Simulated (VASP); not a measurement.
Input of a VASP 6.6.1 run:

File INCAR:

```
PREC = Accurate
ENCUT = 600
EDIFF = 1E-6
ISMEAR = 0
SIGMA = 0.02
LREAL = False
LASPH = True
NELM = 60
ALGO = Normal
ISIF = 3
LWAVE = False
LCHARG = False
GGA = PE
IBRION = 2
NSW = 100
EDIFFG = -0.01
```

Contents of KPOINTS:

```
Automatic mesh
0
Gamma
  6 6 6
```

File POSCAR:

```
BeS
1.0
    2.8445944856     -3.7977291003      0.0000000000
    2.8445944856      3.7977291003      0.0000000000
    0.0000000000      0.0000000000      5.2097738211
Be S
2 2
Direct
    0.5000000000      0.0000000000      0.0000000000
    0.0000000000      0.5000000000      0.0000000000
    0.7500000000      0.2500000000      0.7593429621
    0.2500000000      0.7500000000      0.2406570379
```

Potentials or basis: VASP PAW PBE potentials, release 64 (Be, S).

Run with:

```console
$ cat potpaw_PBE.64/Be/POTCAR potpaw_PBE.64/S/POTCAR > POTCAR
$ mpirun -np 1 vasp_std > vasp.out
```

Problem. Estimate the band gap on the k mesh.

Solution. 3.04 eV (least direct gap 3.15 eV).

Problem. Predict the space group after relaxing (to 0.1 Å).

Solution. Cmme (No. 67).

Problem. What does it give for the relaxed cell?

Solution. a = 4.411 Å, b = 4.411 Å, c = 5.882 Å, α = 90.00°, β = 90.00°, γ = 102.61°.

Problem. What does it give for the relaxed volume?

Solution. 27.92 Å³/atom.

Forces in eV/Å, atoms in the order of the input:
```
Be   0.000  0.000  0.000
Be   0.000  0.000  0.000
S    0.000  0.000 -0.003
S    0.000  0.000  0.003
```

Caveat: the cell differs from its parent crystal (atoms taken out); this functional lacks dispersion, which binds layers or chains, so the pressure and a relaxed spacing across them are unreliable. A k mesh can miss the band edges.
